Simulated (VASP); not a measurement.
Here is a VASP 6.6.1 calculation.

File POSCAR:

```
SnO
1.0
    3.7984871554      0.0000000000      0.0000000000
    0.0000000000      3.7984871554      0.0000000000
    0.0000000000      0.0000000000      4.8126616476
Sn O
2 2
Direct
    0.5000000000      0.0000000000      0.7619728723
    0.0000000000      0.5000000000      0.2380271277
    0.0000000000      0.0000000000      0.0000000000
    0.5000000000      0.5000000000      0.0000000000
```

File INCAR.step1:

```
SYSTEM = SnO
PREC = Accurate
ENCUT = 520
ISMEAR = -1
SIGMA = 0.05
LREAL = .FALSE.
LASPH = .TRUE.
NELM = 80
NBANDS = 28
GGA = PE
ALGO = Normal
EDIFF = 1E-4
LWAVE = .TRUE.
LCHARG = .FALSE.
```

INCAR.step2

```
SYSTEM = SnO
PREC = Accurate
ENCUT = 520
EDIFF = 1E-7
ISMEAR = -1
SIGMA = 0.05
LREAL = .FALSE.
LASPH = .TRUE.
NELM = 80
ALGO = Normal
ISIF = 2
LWAVE = .FALSE.
LCHARG = .FALSE.
METAGGA = R2SCAN
LMIXTAU = .TRUE.
IVDW = 13
VDW_S6 = 1.0
VDW_S8 = 0.6018749
VDW_A1 = 0.51559235
VDW_A2 = 5.77342911
NBANDS = 28
ISTART = 1
```

The input KPOINTS:

```
Automatic mesh
0
G
  7 7 6
  0 0 0
```

Potentials or basis: VASP PAW PBE potentials, release 64 (Sn_d, O).

Command:

```bash
$ cat potpaw_PBE.64/Sn_d/POTCAR potpaw_PBE.64/O/POTCAR > POTCAR
$ cp INCAR.step1 INCAR
$ mpirun -np 1 vasp_std > vasp.out
$ cp INCAR.step2 INCAR
$ mpirun -np 1 vasp_std > vasp.out
```

Task: Predict the pressure.

Result: 0.6 GPa.

Task: What does it give for the band gap on the k mesh?

Result: 0.37 eV, indirect (least direct gap 2.35 eV).

Forces on the atoms (eV/Å):
```
Sn   0.000  0.000 -0.151
Sn   0.000  0.000  0.151
O    0.000  0.000  0.000
O    0.000  0.000  0.000
```

Caveat: the PAW data sets were made with another functional, which shifts forces and pressure a little; spin-orbit coupling is left out, which moves the levels of the heavy elements. A k mesh can miss the band edges.
